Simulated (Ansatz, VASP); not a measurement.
# WS2: VASP beside Ansatz

```
CELL_PARAMETERS angstrom
3.18570 0.00000 0.00000
-1.59285 2.75890 0.00000
0.00000 0.00000 12.26693
ATOMIC_POSITIONS crystal
W 0.33333 0.66667 0.75005
W 0.66667 0.33333 0.24995
S 0.33333 0.66667 0.12235
S 0.66667 0.33333 0.62244
S 0.33333 0.66667 0.37756
S 0.66667 0.33333 0.87765
```

Change from the starting cell: equal strain along all axes, cell held, atoms relaxed: +1.0 %.

Alike in both runs: functional PBE; dispersion D3(BJ); k mesh 12 × 12 × 4; occupations gaussian, width 0.02 eV; no spin polarisation.

Ansatz relaxed the structure, and its values are those at the end. VASP's run is a single point on that final structure, the one shown.

|  | VASP | Ansatz |
| --- | --- | --- |
| version | VASP 6.6.1 | Ansatz 0.2.0 |
| potentials or method | VASP PAW PBE potentials, release 64 (W_sv, S), cutoff 520 eV | scalar-relativistic, plane waves, PAW |
| valence electrons in the cell | 52 | 52 |

```tsv
	VASP	Ansatz	Ansatz less VASP
gap on the k mesh at the Fermi level (eV)	0.96	0.95	-0.016
least direct gap on the mesh (eV)	1.72	1.71	-0.003
pressure (GPa)	-2.3	-2.3	+0.04
```

Ansatz's warnings: stress scf threshold loose.

Spin-orbit coupling is off throughout.
